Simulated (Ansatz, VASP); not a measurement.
P: VASP beside Ansatz

```xyz
4
Lattice="3.2536 0.0000 0.0000 0.0000 34.3400 0.0000 0.0000 0.0000 4.5654" Properties=species:S:1:pos:R:3 pbc="T T T"
P     0.0000   33.2811    2.6756
P     0.0000    1.0590    1.8898
P     1.6268    1.0590    0.3929
P     1.6268   33.2811    4.1726
```

Change from the starting cell: equal strain along all axes, cell held, atoms relaxed: -1.5 %.

Alike in both runs: functional PBE; k mesh 8 × 1 × 6; occupations gaussian, width 0.02 eV; no spin polarisation.

Ansatz relaxed the structure, and its values are those at the end. VASP's run is a single point on that final structure, the one shown.

```csv
,VASP,Ansatz
version,VASP 6.6.1,Ansatz 0.2.0
potentials or method,"VASP PAW PBE potentials, release 64 (P), cutoff 520 eV","scalar-relativistic, plane waves, PAW"
valence electrons in the cell,20,20
```

```csv
,VASP,Ansatz,Ansatz less VASP
gap on the k mesh at the Fermi level (eV),0.79,0.77,-0.017
least direct gap on the mesh (eV),0.79,0.77,-0.017
rms of the force components (eV/Å),0.030,0.003,-0.0268
```

Ansatz's warnings: stress scf threshold loose, xc potential rough in thin density.
